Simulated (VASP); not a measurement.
# Te2Mo (P6_3/mmc) in VASP: notebook

The runs below take Te2Mo through band structure, with HSE06, HSE03.

Program: VASP 6.6.1. These are calculated values, not measurements. Logs are shortened: lines on timing, memory, paths and dates and some standing lists are left out, and cuts for length are marked.

### Step 1. The cell of the first run

Symmetry: P6_3/mmc, No. 194, hexagonal system. The conventional cell has a = 3.518 Å, b = 3.518 Å, c = 13.974 Å, α = 90.00°, β = 90.00°, γ = 120.00°. Te (site symmetry 3m) has 3 Mo at 2.72 Å and 7 Te at 3.52 to 3.61 Å within 3.7 Å. Within 3.6 Å of Mo (site symmetry -6m2) lie 6 Te at 2.72 Å and 6 Mo at 3.52 Å.

### Step 2. Band structure, HSE06

The input, POSCAR:

```
Te2Mo
1.0
    3.5182000000      0.0000000000      0.0000000000
   -1.7591000000      3.0468505756      0.0000000000
    0.0000000000      0.0000000000     13.9736000000
Te Mo
4 2
Direct
    0.6666666667      0.3333333333      0.3790000000
    0.3333333333      0.6666666667      0.8790000000
    0.6666666667      0.3333333333      0.1210000000
    0.3333333333      0.6666666667      0.6210000000
    0.6666666667      0.3333333333      0.7500000000
    0.3333333333      0.6666666667      0.2500000000
```

The input, INCAR.step1:

```
SYSTEM = Te2Mo
  ALGO = Normal
  EDIFF = 1E-5
  ENCUT = 520
  GGA = PE
  ISIF = 2
  ISMEAR = 0
  KPAR = 4
  LASPH = .TRUE.
  LCHARG = .FALSE.
  LMAXMIX = 4
  LREAL = .FALSE.
  LWAVE = .TRUE.
  NELM = 80
  PREC = Accurate
  SIGMA = 0.02
```

The input, INCAR.step2:

```
SYSTEM = Te2Mo
  ALGO = Normal
  EDIFF = 1E-6
  ENCUT = 520
  GGA = PE
  HFSCREEN = 0.2
  ISIF = 2
  ISMEAR = 0
  ISTART = 1
  KPAR = 4
  LASPH = .TRUE.
  LCHARG = .FALSE.
  LHFCALC = .TRUE.
  LMAXMIX = 4
  LREAL = .FALSE.
  LWAVE = .FALSE.
  NELM = 80
  PREC = Accurate
  PRECFOCK = Fast
  SIGMA = 0.02
```

The input, KPOINTS:

```
k-points
0
G
  6 6 1
  0 0 0
```

The input, KPOINTS_OPT:

```
path GMKGALHA,LM,KH
12
line-mode
reciprocal
 0.0000000000  0.0000000000  0.0000000000  G
 0.5000000000  0.0000000000  0.0000000000  M

 0.5000000000  0.0000000000  0.0000000000  M
 0.3333333333  0.3333333333  0.0000000000  K

 0.3333333333  0.3333333333  0.0000000000  K
 0.0000000000  0.0000000000  0.0000000000  G

 0.0000000000  0.0000000000  0.0000000000  G
 0.0000000000  0.0000000000  0.5000000000  A

 0.0000000000  0.0000000000  0.5000000000  A
 0.5000000000  0.0000000000  0.5000000000  L

 0.5000000000  0.0000000000  0.5000000000  L
 0.3333333333  0.3333333333  0.5000000000  H

 0.3333333333  0.3333333333  0.5000000000  H
 0.0000000000  0.0000000000  0.5000000000  A

 0.5000000000  0.0000000000  0.5000000000  L
 0.5000000000  0.0000000000  0.0000000000  M

 0.3333333333  0.3333333333  0.0000000000  K
 0.3333333333  0.3333333333  0.5000000000  H
```

Potentials or basis: VASP PAW PBE potentials, release 64 (Te, Mo_sv).

The run is started by

```bash
$ cat potpaw_PBE.64/Te/POTCAR potpaw_PBE.64/Mo_sv/POTCAR > POTCAR
$ cp INCAR.step1 INCAR
$ mpirun -np 4 vasp_std > vasp.out
$ cp INCAR.step2 INCAR
$ mpirun -np 4 vasp_std > vasp.out
```

OUTCAR:

```text
SYSTEM = Te2Mo
   EDIFF = 1E-6
   ENCUT = 520
   GGA = PE
   HFSCREEN = 0.2
   ISIF = 2
   ISMEAR = 0
   ISTART = 1
   LASPH = .TRUE.
   LHFCALC = .TRUE.
   LREAL = .FALSE.
   NELM = 80
   PREC = Accurate
   PRECFOCK = Fast

 ion  position               nearest neighbor table
   1  0.667  0.333  0.379-   6 2.72   6 2.72   6 2.72   3 3.61
   2  0.333  0.667  0.879-   5 2.72   5 2.72   5 2.72   4 3.61
   3  0.667  0.333  0.121-   6 2.72   6 2.72   6 2.72   1 3.61
   4  0.333  0.667  0.621-   5 2.72   5 2.72   5 2.72   2 3.61
   5  0.667  0.333  0.750-   2 2.72   4 2.72   2 2.72   4 2.72   2 2.72   4 2.72
   6  0.333  0.667  0.250-   1 2.72   3 2.72   1 2.72   3 2.72   1 2.72   3 2.72

  LATTYP: Found a hexagonal cell.
 ALAT       =     3.5182000000
 C/A-ratio  =     3.9718037633

  Lattice vectors:

 A1 = (   3.5182000000,   0.0000000000,   0.0000000000)
 A2 = (  -1.7591000000,   3.0468505756,   0.0000000000)
 A3 = (   0.0000000000,   0.0000000000,  13.9736000000)

Analysis of symmetry for initial positions (statically):
=====================================================================
 Subroutine PRICEL returns:
 Original cell was already a primitive cell.

 Routine SETGRP: Setting up the symmetry group for a
 hexagonal supercell.

 Subroutine GETGRP returns: Found 24 space group operations
 (whereof 12 operations were pure point group operations)
 out of a pool of 24 trial point group operations.

The static configuration has the point symmetry D_3d.
 The point group associated with its full space group is D_6h.

Analysis of symmetry for dynamics (positions and initial velocities):
=====================================================================
 Subroutine PRICEL returns:
 Original cell was already a primitive cell.

 Routine SETGRP: Setting up the symmetry group for a
 hexagonal supercell.

 Subroutine GETGRP returns: Found 24 space group operations
 (whereof 12 operations were pure point group operations)
 out of a pool of 24 trial point group operations.

The dynamic configuration has the point symmetry D_3d.
 The point group associated with its full space group is D_6h.

 Subroutine INISYM returns: Found 24 space group operations
 (whereof 12 operations are pure point group operations),
 and found     1 'primitive' translations

----------------------------------------------------------------------------------------

                                     Primitive cell

  volume of cell :     149.7890

  direct lattice vectors                    reciprocal lattice vectors
     3.518200000  0.000000000  0.000000000     0.284236257  0.164103880  0.000000000
    -1.759100000  3.046850576  0.000000000     0.000000000  0.328207759  0.000000000
     0.000000000  0.000000000 13.973600000     0.000000000  0.000000000  0.071563520

  length of vectors
     3.518200000  3.518200000 13.973600000     0.328207759  0.328207759  0.071563520

  position of ions in fractional coordinates (direct lattice)
     0.666666667  0.333333333  0.379000000
     0.333333333  0.666666667  0.879000000
     0.666666667  0.333333333  0.121000000
     0.333333333  0.666666667  0.621000000
     0.666666667  0.333333333  0.750000000
     0.333333333  0.666666667  0.250000000

  ion indices of the primitive-cell ions
   primitive index   ion index
                 1           1
                 2           2
                 3           3
                 4           4
                 5           5
                 6           6

----------------------------------------------------------------------------------------

 KPOINTS: k-points

Automatic generation of k-mesh.
 Grid dimensions read from file:
 generate k-points for:    6    6    1

 Generating k-lattice:

  Cartesian coordinates                     Fractional coordinates (reciprocal lattice)
     0.047372710  0.027350647  0.000000000     0.166666667  0.000000000  0.000000000
     0.000000000  0.054701293  0.000000000     0.000000000  0.166666667  0.000000000
     0.000000000  0.000000000  0.071563520     0.000000000  0.000000000  1.000000000

  Length of vectors
     0.054701293  0.054701293  0.071563520

  Shift w.r.t. Gamma in fractional coordinates (k-lattice)
     0.000000000  0.000000000  0.000000000

 Subroutine IBZKPT returns following result:
 ===========================================

 Found      7 irreducible k-points:

 Following reciprocal coordinates:
            Coordinates               Weight
  0.000000  0.000000  0.000000      1.000000
  0.166667  0.000000  0.000000      6.000000
  0.333333  0.000000  0.000000      6.000000
  0.500000  0.000000  0.000000      3.000000
  0.166667  0.166667  0.000000      6.000000
  0.333333  0.166667  0.000000     12.000000
  0.333333  0.333333  0.000000      2.000000
   k-points           NKPTS =      7   k-points in BZ     NKDIM =     36   number of bands    NBANDS=     31
   number of dos      NEDOS =    301   number of ions     NIONS =      6
   total plane-waves  NPLWV =  84672
   dimension x,y,z NGX =    28 NGY =   28 NGZ =  108
   dimension x,y,z NGXF=    56 NGYF=   56 NGZF=  216
   ions per type =               4   2
   NGX,Y,Z   is equivalent  to a cutoff of  13.23, 13.23, 12.85 a.u.
   NGXF,Y,Z  is equivalent  to a cutoff of  26.46, 26.46, 25.70 a.u.
 SYSTEM =  Te2Mo
   PREC   = accura    normal or accurate (medium, high low for compatibility)
   ISTART =      1    job   : 0-new  1-cont  2-samecut
   ICHARG =      0    charge: 1-file 2-atom 10-const
   ISPIN  =      1    spin polarized calculation?
   LNONCOLLINEAR =      F non collinear calculations
   LSORBIT =      F    spin-orbit coupling
   LASPH  =      T    aspherical Exc in radial PAW
   ENCUT  =  520.0 eV  38.22 Ry    6.18 a.u.   6.54  6.54 25.98*2*pi/ulx,y,z
   NELM   =     80;   NELMIN=  2; NELMDL=  0     # of ELM steps
   EDIFF  = 0.1E-05   stopping-criterion for ELM
   LREAL  =      F    real-space projection
   EDIFFG = 0.1E-04   stopping-criterion for IOM
   NSW    =      0    number of steps for IOM
   IBRION =     -1    ionic relax: 0-MD 1-quasi-New 2-CG
   NFREE  =      0    steps in history (QN), initial steepest desc. (CG)
   ISIF   =      2    stress and relaxation
   ISYM   =      3    0-nonsym 1-usesym 2-fastsym
   POTIM  = 0.5000    time-step for ionic-motion
   TEBEG  =    0.0;   TEEND  =   0.0 temperature during run
   PSTRESS=    0.0 pullay stress
   NELECT =      52.0000    total number of electrons
   NUPDOWN=      -1.0000    fix difference up-down
   EMIN   =  10.00;   EMAX   =-10.00  energy-range for DOS
   EFERMI =   0.00;   METHOD = LEGACY
   ISMEAR =     0;   SIGMA  =   0.02  broadening in eV -4-tet -1-fermi 0-gaus
   EFERMI_NEDOS =   21; number of points for ismear=-14 and -15
   IALGO  =     38    algorithm
   IMIX   =      1    mixing-type and parameters
     AMIX     =   0.40;   BMIX     =  1.00
     AMIX_MAG =   1.60;   BMIX_MAG =  1.00
  volume/ion in A,a.u.               =      24.96       168.47
  Fermi-wavevector in a.u.,A,eV,Ry     =   1.150578  2.174277 18.011787  1.323829
  Thomas-Fermi vector in A             =   2.287241
   LORBIT       =      0    0 simple, 1 ext, 2 COOP (PROOUT), +10 PAW based schemes
   GGA     = PE    functional components
   LHFCALC =     T    Hartree Fock is set to
   PRECFOCK=fast      Normal, Fast or Accurate (Low or Medium for compatibility)
   ENCUT4O =  -1.0   cutoff for four orbital integrals eV
   NKREDX  =     1    reduce k-point grid by
   NKREDY  =     1    reduce k-point grid by
   NKREDZ  =     1    reduce k-point grid by
   AEXX    =    0.2500 exact exchange contribution
   HFSCREEN=    0.2000 screening length (either q_TF or 0.3 A-1)
   HFSCREENC=   0.2000 screening length for correlation (either q_TF or 0.3 A-1)
   ENCUTFOCK=  -1.0 apply spherical cutoff to Coloumb kernel
   IVDW    =     0    specifies the selected vdW correction
   LEPSILON=     F    determine dielectric tensor
   LRPA    =     F    only Hartree local field effects (RPA)
 non-spin polarized calculation
 Gauss-broadening in eV      SIGMA  =   0.02
  energy-cutoff  :      520.00
  volume of cell :      149.79
 maximum number of plane-waves:      4095
 NGX is ok and might be reduce to    28
  NGX = 16; NGY = 16; NGZ = 64

 number of electron      51.9999997 magnetization

 Free energy of the ion-electron system (eV)
  ---------------------------------------------------
  ext. energy  EPLUGINS =         0.00000000
  ---------------------------------------------------
  free energy    TOTEN  =       -43.70584270 eV

  energy without entropy =      -43.70584270  energy(sigma->0) =      -43.70584270

 E-fermi :   8.0404     XC(G=0):  -8.6270

 val. band max:        7.8204405294   @ k =   0.0000   0.0000   0.0000
 cond. band min:       9.0674868388   @ k =   0.1667   0.1667   0.0000
 fundamental gap:      1.2470463094
 Fermi energy:         8.0403869666

 k-point     1 :       0.0000    0.0000    0.0000
  band No.  band energies     occupation
      1     -57.0670      2.00000
      2     -57.0670      2.00000
      3     -29.8203      2.00000
      4     -29.8202      2.00000
      5     -29.6675      2.00000
      6     -29.6675      2.00000
[... 23 lines left out ...]
     30      11.4762      0.00000
     31      11.5936      0.00000

 k-point     2 :       0.1667    0.0000    0.0000
  band No.  band energies     occupation
      1     -57.0637      2.00000
      2     -57.0637      2.00000
      3     -29.8117      2.00000
      4     -29.8115      2.00000
      5     -29.7123      2.00000
      6     -29.7123      2.00000
[... 23 lines left out ...]
     30      10.7145      0.00000
     31      10.7663      0.00000

 k-point     3 :       0.3333    0.0000    0.0000
  band No.  band energies     occupation
      1     -57.0570      2.00000
      2     -57.0570      2.00000
      3     -29.8010      2.00000
      4     -29.8008      2.00000
      5     -29.7938      2.00000
      6     -29.7936      2.00000
[... 125 lines left out ...]
     30      10.0961      0.00000
     31      10.2833      0.00000

 k-point     7 :       0.3333    0.3333    0.0000
  band No.  band energies     occupation
      1     -57.0520      2.00000
      2     -57.0520      2.00000
      3     -29.7951      2.00000
      4     -29.7951      2.00000
      5     -29.7874      2.00000
      6     -29.7874      2.00000
[... 23 lines left out ...]
     30      10.5863      0.00000
     31      10.7555      0.00000

------------------------ aborting loop because EDIFF is reached ----------------------------------------

  FORCE on cell =-STRESS in cart. coord.  units (eV):
  Direction    XX          YY          ZZ          XY          YZ          ZX
  --------------------------------------------------------------------------------------
  -------------------------------------------------------------------------------------
  Total       -0.8901173     -0.8901173     -0.5438776      0.0000000      0.0000000      0.0000000
  in kB       -9.5208961     -9.5208961     -5.8174375      0.0000000      0.0000000      0.0000000
  external PRESSURE =      -8.2864099 kB  Pullay stress =       0.0000000 kB

 VOLUME and BASIS-vectors are now :
 -----------------------------------------------------------------------------
  energy-cutoff  :      520.00
  volume of cell :      149.79
      direct lattice vectors                 reciprocal lattice vectors
     3.518200000  0.000000000  0.000000000     0.284236257  0.164103880  0.000000000
    -1.759100000  3.046850576  0.000000000     0.000000000  0.328207759  0.000000000
     0.000000000  0.000000000 13.973600000     0.000000000  0.000000000  0.071563520

 POSITION                                       TOTAL-FORCE (eV/Angst)
 -----------------------------------------------------------------------------------
      1.75910      1.01562      5.29599         0.000000     -0.000000     -0.397616
     -0.00000      2.03123     12.28279        -0.000000      0.000000     -0.397616
      1.75910      1.01562      1.69081         0.000000     -0.000000      0.397616
     -0.00000      2.03123      8.67761        -0.000000      0.000000      0.397616
      1.75910      1.01562     10.48020        -0.000000      0.000000      0.000000
     -0.00000      2.03123      3.49340         0.000000     -0.000000      0.000000
 -----------------------------------------------------------------------------------
    total drift:                               -0.000000     -0.000000      0.000000

  FREE ENERGIE OF THE ION-ELECTRON SYSTEM (eV)
  ---------------------------------------------------
  free  energy   TOTEN  =       -43.7058426994 eV

  energy  without entropy=      -43.7058426994  energy(sigma->0) =      -43.70584270
```

Wall time 1.7 h (4 MPI ranks of AMD EPYC 9R45 (Zen 5), shared host); peak memory 0.51 GiB.

Results:

```yaml
Free_energy: -43.7058 eV
Pressure: -0.8 GPa
Largest_force: 0.398 eV/Å
Band_gap_on_the_k_mesh: 1.25 eV (least direct gap 1.48 eV)
Band_gap_along_the_path: 1.15 eV (least direct gap 1.48 eV)
```

Forces in eV/Å, atoms in the order of the input:
```
Te   0.000  0.000 -0.398
Te   0.000  0.000 -0.398
Te   0.000  0.000  0.398
Te   0.000  0.000  0.398
Mo   0.000  0.000  0.000
Mo   0.000  0.000  0.000
```

Stress tensor (GPa, compression positive):
```
-0.95  0.00  0.00
 0.00 -0.95  0.00
 0.00  0.00 -0.58
```

Levels at the corners of the path, in eV from the valence-band top:
| point | band 23 | band 24 | band 25 | band 26 | band 27 | band 28 | band 29 | band 30 |
| --- | --- | --- | --- | --- | --- | --- | --- | --- |
| Γ | -1.16 | -1.16 | -0.47 | 0.00 | 3.51 | 3.53 | 3.66 | 3.71 |
| M | -1.17 | -1.09 | -0.73 | -0.42 | 1.76 | 1.83 | 2.01 | 2.39 |
| M | -1.17 | -1.09 | -0.73 | -0.42 | 1.76 | 1.83 | 2.01 | 2.39 |
| K | -2.15 | -2.15 | -0.31 | -0.06 | 1.43 | 1.43 | 1.63 | 2.85 |
| K | -2.15 | -2.15 | -0.31 | -0.06 | 1.43 | 1.43 | 1.63 | 2.78 |
| Γ | -1.16 | -1.16 | -0.47 | 0.00 | 3.52 | 3.53 | 3.66 | 3.72 |
| Γ | -1.16 | -1.16 | -0.47 | 0.00 | 3.51 | 3.52 | 3.66 | 3.70 |
| A | -1.18 | -1.18 | -0.12 | -0.12 | 3.55 | 3.55 | 3.56 | 3.61 |
| A | -1.18 | -1.18 | -0.12 | -0.12 | 3.55 | 3.55 | 3.56 | 3.57 |
| L | -1.11 | -1.11 | -0.58 | -0.58 | 1.79 | 1.79 | 2.22 | 2.22 |
| L | -1.11 | -1.11 | -0.58 | -0.58 | 1.79 | 1.79 | 2.22 | 2.22 |
| H | -2.32 | -2.32 | -0.20 | -0.20 | 1.43 | 1.43 | 2.14 | 2.14 |
| H | -2.32 | -2.32 | -0.20 | -0.20 | 1.43 | 1.43 | 2.14 | 2.14 |
| A | -1.18 | -1.18 | -0.12 | -0.12 | 3.55 | 3.55 | 3.57 | 3.58 |
| L | -1.11 | -1.11 | -0.58 | -0.58 | 1.79 | 1.79 | 2.22 | 2.22 |
| M | -1.17 | -1.09 | -0.73 | -0.42 | 1.76 | 1.83 | 2.01 | 2.39 |
| K | -2.15 | -2.15 | -0.31 | -0.06 | 1.43 | 1.43 | 1.63 | 2.77 |
| H | -2.32 | -2.32 | -0.20 | -0.20 | 1.43 | 1.43 | 2.14 | 2.14 |

Caveat: the k points lie up to 0.45 Å⁻¹ apart; the PAW data sets were made with another functional, which shifts forces and pressure a little; spin-orbit coupling is left out, which moves the levels of the heavy elements; the mesh misses the band edges, which the band path finds closer together; this functional lacks dispersion, which binds the layers, so the pressure and a relaxed spacing across them are unreliable.

### Step 3. Band structure, HSE03

POSCAR is that of step 2.

INCAR.step1 is that of step 2.

Edit INCAR.step2 of step 2 so:

```diff
@@ -5,3 +5,3 @@
   GGA = PE
-  HFSCREEN = 0.2
+  HFSCREEN = 0.3
   ISIF = 2
```

KPOINTS is that of step 2.

KPOINTS_OPT is that of step 2.

Potentials or basis: VASP PAW PBE potentials, release 64 (Te, Mo_sv).

The run is started by

```bash
$ cat potpaw_PBE.64/Te/POTCAR potpaw_PBE.64/Mo_sv/POTCAR > POTCAR
$ cp INCAR.step1 INCAR
$ mpirun -np 4 vasp_std > vasp.out
$ cp INCAR.step2 INCAR
$ mpirun -np 4 vasp_std > vasp.out
```

Run time: 1.7 h. Hardware: 4 MPI ranks of AMD EPYC 9R45 (Zen 5), shared host; peak memory 0.5 GiB.

The run converged. Its results:

* Free energy: -42.0149 eV
* Pressure: -0.4 GPa
* Largest force: 0.341 eV/Å
* Band gap on the k mesh: 1.09 eV (least direct gap 1.33 eV)
* Band gap along the path: 1.00 eV (least direct gap 1.33 eV)

Forces in eV/Å, atoms in the order of the input:
```
Te   0.000  0.000 -0.341
Te   0.000  0.000 -0.341
Te   0.000  0.000  0.341
Te   0.000  0.000  0.341
Mo   0.000  0.000  0.000
Mo   0.000  0.000  0.000
```

Stress tensor (GPa, compression positive):
```
-0.53  0.00  0.00
 0.00 -0.53  0.00
 0.00  0.00 -0.13
```

Levels at the corners of the path, in eV from the valence-band top:
```
point  band 24  band 25  band 26  band 27  band 28  band 29
    Γ    -1.14    -0.45     0.00     3.33     3.35     3.47
    M    -1.07    -0.72    -0.42     1.59     1.66     1.82
    M    -1.07    -0.72    -0.42     1.59     1.66     1.82
    K    -2.10    -0.31    -0.06     1.27     1.27     1.47
    K    -2.10    -0.31    -0.06     1.27     1.27     1.47
    Γ    -1.14    -0.45     0.00     3.34     3.35     3.48
    Γ    -1.14    -0.45     0.00     3.33     3.34     3.47
    A    -1.16    -0.11    -0.11     3.37     3.37     3.38
    A    -1.16    -0.11    -0.11     3.37     3.37     3.38
    L    -1.09    -0.57    -0.57     1.62     1.62     2.02
    L    -1.09    -0.57    -0.57     1.62     1.62     2.02
    H    -2.28    -0.20    -0.20     1.28     1.28     1.97
    H    -2.28    -0.20    -0.20     1.28     1.28     1.97
    A    -1.16    -0.11    -0.11     3.37     3.37     3.38
    L    -1.09    -0.57    -0.57     1.62     1.62     2.02
    M    -1.07    -0.72    -0.42     1.59     1.66     1.82
    K    -2.10    -0.31    -0.06     1.27     1.27     1.47
    H    -2.28    -0.20    -0.20     1.28     1.28     1.97
```

Caveat: the k points lie up to 0.45 Å⁻¹ apart; the PAW data sets were made with another functional, which shifts forces and pressure a little; spin-orbit coupling is left out, which moves the levels of the heavy elements; the mesh misses the band edges, which the band path finds closer together.
